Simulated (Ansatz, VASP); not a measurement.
One calculation of Be, two programs

```
Be
1.0
     3.56367    0.00000    0.00000
     0.00000    3.56367    0.00000
     0.00000    0.00000    2.37509
Be
4
Direct
  0.30873 0.30873 0.00000
  0.69127 0.69127 0.00000
  0.19127 0.80873 0.50000
  0.80873 0.19127 0.50000
```

Alike in both runs: task single point; functional PBEsol; k mesh 12 × 12 × 18; occupations gaussian, width 0.1 eV; no spin polarisation.

|  | VASP | Ansatz |
| --- | --- | --- |
| version | VASP 6.6.1 | Ansatz 0.2.0 |
| potentials or method | VASP PAW PBE potentials, release 64 (Be), cutoff 520 eV | scalar-relativistic, plane waves, PAW |
| valence electrons in the cell | 8 | 8 |

Ansatz gave:

```
gap on the k mesh at the Fermi level (eV)                     : none
pressure (GPa)                                                : 8.9
traceless stress, the component that is largest in VASP (GPa) : -21.33
rms of the force components (eV/Å)                            : 0.701
```

Problem. Which values does VASP return?

Solution. gap on the k mesh at the Fermi level (eV): none; pressure (GPa): 9.3; traceless stress, the component that is largest in VASP (GPa): -21.38; rms of the force components (eV/Å): 0.706.

VASP's potentials were made for PBE, not for PBEsol. Atom by atom the forces differ by 0.005 eV/Å (rms over components). A gap of «none» marks a metal or a gap that the smearing closes.
